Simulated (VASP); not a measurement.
# H9ClO4 in VASP: single point with PBE

Aim: the single point of H9ClO4 with PBE.

Everything below comes from runs of VASP 6.6.1. Logs are shortened: lines on timing, memory, paths and dates and some standing lists are left out, and cuts for length are marked.

### 1 The cell of the first run

The cell holds a disordered packing, 14 atoms: a = 5.550 Å, b = 5.550 Å, c = 5.550 Å, α = 90.00°, β = 90.00°, γ = 90.00°.

### 2 Single point, PBE

Input file INCAR:

```
  PREC = Accurate
  ENCUT = 1000
  EDIFF = 1E-6
  ISMEAR = -1
  SIGMA = 0.02
  LREAL = False
  LASPH = True
  NELM = 120
  ALGO = Normal
  ISIF = 2
  LWAVE = False
  LCHARG = False
  GGA = PE
  NBANDS = 33
  GGA_COMPAT = False
```

Input file KPOINTS:

```
regular mesh
0
Gamma
  1 1 1
```

Input file POSCAR:

```
H9ClO4
1.0
    5.5504990000      0.0000000000      0.0000000000
    0.0000000000      5.5504990000      0.0000000000
    0.0000000000      0.0000000000      5.5504990000
O H Cl
4 9 1
Direct
    0.4298777571     -0.0948921414     -0.0595282209
   -0.0193425453      0.7405954424      0.6798008511
    0.6913211360      0.5605943711      0.2613715615
    0.7329621818      0.2555417702      0.6841054443
    0.3418457340     -0.0138841158      0.0699527588
    0.5197635386      0.0367593263     -0.1376597479
    0.1437002925      0.7703210074      0.7417634573
   -0.1035864255      0.8905230911      0.7141348806
    0.8110930358      0.6526811272      0.3514173065
    0.6165538453      0.6749717599      0.1482116032
    0.7924220006      0.4012994503      0.7658238425
    0.6415818919      0.3231518249      0.5478512817
    0.0095213247      0.2340550971      0.4913376146
    0.2108564323      0.2632974892      0.3686385667
```

Potentials or basis: VASP PAW PBE potentials, release 64 (O_h, H_h, Cl).

The run is started by

```bash
$ cat potpaw_PBE.64/O_h/POTCAR potpaw_PBE.64/H_h/POTCAR potpaw_PBE.64/Cl/POTCAR > POTCAR
$ mpirun -np 1 vasp_gam > vasp.out
```

OUTCAR:

```text
PREC = Accurate
   ENCUT = 1000
   EDIFF = 1E-6
   ISMEAR = -1
   LREAL = False
   LASPH = True
   NELM = 120
   ISIF = 2
   GGA = PE

 ion  position               nearest neighbor table
   1  0.430  0.905  0.940-   5 0.98   6 0.99
   2  0.981  0.741  0.680-   8 0.97   7 0.98
   3  0.691  0.561  0.261-   9 0.98  10 0.98
   4  0.733  0.256  0.684-  11 0.98  12 0.98
   5  0.342  0.986  0.070-   1 0.98
   6  0.520  0.037  0.862-   1 0.99
   7  0.144  0.770  0.742-   2 0.98
   8  0.896  0.891  0.714-   2 0.97
   9  0.811  0.653  0.351-   3 0.98
  10  0.617  0.675  0.148-   3 0.98
  11  0.792  0.401  0.766-   4 0.98
  12  0.642  0.323  0.548-   4 0.98
  13  0.010  0.234  0.491-  14 1.32
  14  0.211  0.263  0.369-  13 1.32

  LATTYP: Found a simple cubic cell.
 ALAT       =     5.5504990000

  Lattice vectors:

 A1 = (   5.5504990000,   0.0000000000,   0.0000000000)
 A2 = (   0.0000000000,   5.5504990000,   0.0000000000)
 A3 = (   0.0000000000,   0.0000000000,   5.5504990000)

Analysis of symmetry for initial positions (statically):
=====================================================================
 Subroutine PRICEL returns:
 Original cell was already a primitive cell.

 Routine SETGRP: Setting up the symmetry group for a
 simple cubic supercell.

 Subroutine GETGRP returns: Found  1 space group operations
 (whereof  1 operations were pure point group operations)
 out of a pool of 48 trial point group operations.

The static configuration has the point symmetry C_1 .

Analysis of symmetry for dynamics (positions and initial velocities):
=====================================================================
 Subroutine PRICEL returns:
 Original cell was already a primitive cell.

 Routine SETGRP: Setting up the symmetry group for a
 simple cubic supercell.

 Subroutine GETGRP returns: Found  1 space group operations
 (whereof  1 operations were pure point group operations)
 out of a pool of 48 trial point group operations.

The dynamic configuration has the point symmetry C_1 .

 Subroutine INISYM returns: Found  1 space group operations
 (whereof  1 operations are pure point group operations),
 and found     1 'primitive' translations

----------------------------------------------------------------------------------------

                                     Primitive cell

  volume of cell :     171.0000

  direct lattice vectors                    reciprocal lattice vectors
     5.550499000  0.000000000  0.000000000     0.180163982  0.000000000  0.000000000
     0.000000000  5.550499000  0.000000000     0.000000000  0.180163982  0.000000000
     0.000000000  0.000000000  5.550499000     0.000000000  0.000000000  0.180163982

  length of vectors
     5.550499000  5.550499000  5.550499000     0.180163982  0.180163982  0.180163982

  position of ions in fractional coordinates (direct lattice)
     0.429877757  0.905107859  0.940471779
     0.980657455  0.740595442  0.679800851
     0.691321136  0.560594371  0.261371561
     0.732962182  0.255541770  0.684105444
     0.341845734  0.986115884  0.069952759
     0.519763539  0.036759326  0.862340252
     0.143700293  0.770321007  0.741763457
     0.896413575  0.890523091  0.714134881
     0.811093036  0.652681127  0.351417306
     0.616553845  0.674971760  0.148211603
     0.792422001  0.401299450  0.765823842
     0.641581892  0.323151825  0.547851282
     0.009521325  0.234055097  0.491337615
     0.210856432  0.263297489  0.368638567

  ion indices of the primitive-cell ions
   primitive index   ion index
                 1           1
                 2           2
                 3           3
                 4           4
                 5           5
                 6           6
                 7           7
                 8           8
                 9           9
                10          10
                11          11
                12          12
                13          13
                14          14

----------------------------------------------------------------------------------------

 KPOINTS: regular mesh

Automatic generation of k-mesh.
 Grid dimensions read from file:
 generate k-points for:    1    1    1

 Generating k-lattice:

  Cartesian coordinates                     Fractional coordinates (reciprocal lattice)
     0.180163982  0.000000000  0.000000000     1.000000000  0.000000000  0.000000000
     0.000000000  0.180163982  0.000000000     0.000000000  1.000000000  0.000000000
     0.000000000  0.000000000  0.180163982     0.000000000  0.000000000  1.000000000

  Length of vectors
     0.180163982  0.180163982  0.180163982

  Shift w.r.t. Gamma in fractional coordinates (k-lattice)
     0.000000000  0.000000000  0.000000000

 Subroutine IBZKPT returns following result:
 ===========================================

 Found      1 irreducible k-points:

 Following reciprocal coordinates:
            Coordinates               Weight
  0.000000  0.000000  0.000000      1.000000
   k-points           NKPTS =      1   k-points in BZ     NKDIM =      1   number of bands    NBANDS=     33
   number of dos      NEDOS =    301   number of ions     NIONS =     14
   total plane-waves  NPLWV = 216000
   dimension x,y,z NGX =    60 NGY =   60 NGZ =   60
   dimension x,y,z NGXF=   120 NGYF=  120 NGZF=  120
   ions per type =               4   9   1
   NGX,Y,Z   is equivalent  to a cutoff of  17.97, 17.97, 17.97 a.u.
   NGXF,Y,Z  is equivalent  to a cutoff of  35.94, 35.94, 35.94 a.u.
 SYSTEM =  unknown system
   PREC   = accura    normal or accurate (medium, high low for compatibility)
   ISTART =      0    job   : 0-new  1-cont  2-samecut
   ICHARG =      2    charge: 1-file 2-atom 10-const
   ISPIN  =      1    spin polarized calculation?
   LNONCOLLINEAR =      F non collinear calculations
   LSORBIT =      F    spin-orbit coupling
   LASPH  =      T    aspherical Exc in radial PAW
   ENCUT  = 1000.0 eV  73.50 Ry    8.57 a.u.  14.31 14.31 14.31*2*pi/ulx,y,z
   NELM   =    120;   NELMIN=  2; NELMDL= -5     # of ELM steps
   EDIFF  = 0.1E-05   stopping-criterion for ELM
   LREAL  =      F    real-space projection
   EDIFFG = 0.1E-04   stopping-criterion for IOM
   NSW    =      0    number of steps for IOM
   IBRION =     -1    ionic relax: 0-MD 1-quasi-New 2-CG
   NFREE  =      0    steps in history (QN), initial steepest desc. (CG)
   ISIF   =      2    stress and relaxation
   ISYM   =      2    0-nonsym 1-usesym 2-fastsym
   POTIM  = 0.5000    time-step for ionic-motion
   TEBEG  =    0.0;   TEEND  =   0.0 temperature during run
   PSTRESS=    0.0 pullay stress
   NELECT =      40.0000    total number of electrons
   NUPDOWN=      -1.0000    fix difference up-down
   EMIN   =  10.00;   EMAX   =-10.00  energy-range for DOS
   EFERMI =   0.00;   METHOD = LEGACY
   ISMEAR =    -1;   SIGMA  =   0.02  broadening in eV -4-tet -1-fermi 0-gaus
   EFERMI_NEDOS =   21; number of points for ismear=-14 and -15
   IALGO  =     38    algorithm
   IMIX   =      4    mixing-type and parameters
     AMIX     =   0.40;   BMIX     =  1.00
     AMIX_MAG =   1.60;   BMIX_MAG =  1.00
  volume/ion in A,a.u.               =      12.21        82.43
  Fermi-wavevector in a.u.,A,eV,Ry     =   1.008702  1.906170 13.843647  1.017479
  Thomas-Fermi vector in A             =   2.141585
   LORBIT       =      0    0 simple, 1 ext, 2 COOP (PROOUT), +10 PAW based schemes
   GGA     = PE    functional components
   LHFCALC =     F    Hartree Fock is set to
   AEXX    =    0.0000 exact exchange contribution
   IVDW    =     0    specifies the selected vdW correction
   LEPSILON=     F    determine dielectric tensor
   LRPA    =     F    only Hartree local field effects (RPA)
 non-spin polarized calculation
  energy-cutoff  :     1000.00
  volume of cell :      171.00
 maximum number of plane-waves:      6099
 NGX is ok and might be reduce to    60
   NGX = 29   NGY = 29   NGZ = 29

 number of electron      40.0000000 magnetization

 Free energy of the ion-electron system (eV)
  ---------------------------------------------------
  ext. energy  EPLUGINS =         0.00000000
  ---------------------------------------------------
  free energy    TOTEN  =       -64.76264246 eV

  energy without entropy =      -64.76264246  energy(sigma->0) =      -64.76264246

 E-fermi :  -2.7335     XC(G=0):  -6.6158

 val. band max:       -3.2826881960   @ k =   0.0000   0.0000   0.0000
 cond. band min:       1.4122810691   @ k =   0.0000   0.0000   0.0000
 fundamental gap:      4.6949692652
 Fermi energy:        -2.7335219609

 k-point     1 :       0.0000    0.0000    0.0000
  band No.  band energies     occupation
      1     -22.3828      2.00000
      2     -21.9046      2.00000
      3     -21.6350      2.00000
      4     -21.1545      2.00000
      5     -17.1486      2.00000
      6      -9.9332      2.00000
[... 24 lines left out ...]
     31       8.2824      0.00000
     32       8.5790      0.00000
 [bands above 32 left out]

------------------------ aborting loop because EDIFF is reached ----------------------------------------

  FORCE on cell =-STRESS in cart. coord.  units (eV):
  Direction    XX          YY          ZZ          XY          YZ          ZX
  --------------------------------------------------------------------------------------
  -------------------------------------------------------------------------------------
  Total       -0.1123372     -0.4031123     -0.1450039     -0.3011583      0.3389703     -0.2645917
  in kB       -1.0525390     -3.7769436     -1.3586079     -2.8216898      3.1759679     -2.4790808
  external PRESSURE =      -2.0626968 kB  Pullay stress =       0.0000000 kB

 VOLUME and BASIS-vectors are now :
 -----------------------------------------------------------------------------
  energy-cutoff  :     1000.00
  volume of cell :      171.00
      direct lattice vectors                 reciprocal lattice vectors
     5.550499000  0.000000000  0.000000000     0.180163982  0.000000000  0.000000000
     0.000000000  5.550499000  0.000000000     0.000000000  0.180163982  0.000000000
     0.000000000  0.000000000  5.550499000     0.000000000  0.000000000  0.180163982

 POSITION                                       TOTAL-FORCE (eV/Angst)
 -----------------------------------------------------------------------------------
      2.38604      5.02380      5.22009        -0.023187      0.129947      0.058366
      5.44314      4.11067      3.77323         0.027359      0.050272      0.012410
      3.83718      3.11158      1.45074        -0.076159      0.111098     -0.159512
      4.06831      1.41838      3.79713         0.021936      0.160722      0.057214
      1.89741      5.47344      0.38827        -0.000026     -0.046412     -0.022974
      2.88495      0.20403      4.78642        -0.020220     -0.058301     -0.017798
      0.79761      4.27567      4.11716        -0.033040     -0.019067     -0.024339
      4.97554      4.94285      3.96380         0.011592     -0.017796      0.001202
      4.50197      3.62271      1.95054         0.073522     -0.020125     -0.021613
      3.42218      3.74643      0.82265         0.028851     -0.122288      0.204457
      4.39834      2.22741      4.25070         0.001338     -0.164181     -0.033395
      3.56110      1.79365      3.04085        -0.005267      0.003213     -0.035636
      0.05285      1.29912      2.72717         0.041564      0.012371     -0.016712
      1.17036      1.46143      2.04613        -0.048262     -0.019453     -0.001669
 -----------------------------------------------------------------------------------
    total drift:                               -0.000789     -0.001102     -0.000335

  FREE ENERGIE OF THE ION-ELECTRON SYSTEM (eV)
  ---------------------------------------------------
  free  energy   TOTEN  =       -64.7626424626 eV

  energy  without entropy=      -64.7626424626  energy(sigma->0) =      -64.76264246
```

Wall time 24 s (1 thread of Intel Xeon Platinum 8488C (Sapphire Rapids), shared host); peak memory 0.44 GiB.

Results:

| Quantity | Value |
| --- | --- |
| Free energy | -64.7626 eV |
| Pressure | -0.2 GPa |
| Largest force | 0.240 eV/Å |

Forces on the atoms (eV/Å):
```
O   -0.023  0.130  0.058
O    0.027  0.050  0.012
O   -0.076  0.111 -0.160
O    0.022  0.161  0.057
H    0.000 -0.046 -0.023
H   -0.020 -0.058 -0.018
H   -0.033 -0.019 -0.024
H    0.012 -0.018  0.001
H    0.074 -0.020 -0.022
H    0.029 -0.122  0.204
H    0.001 -0.164 -0.033
H   -0.005  0.003 -0.036
H    0.042  0.012 -0.017
Cl  -0.048 -0.019 -0.002
```

Caveat: the k points lie up to 1.13 Å⁻¹ apart, too coarse for converged energies, forces and pressures.
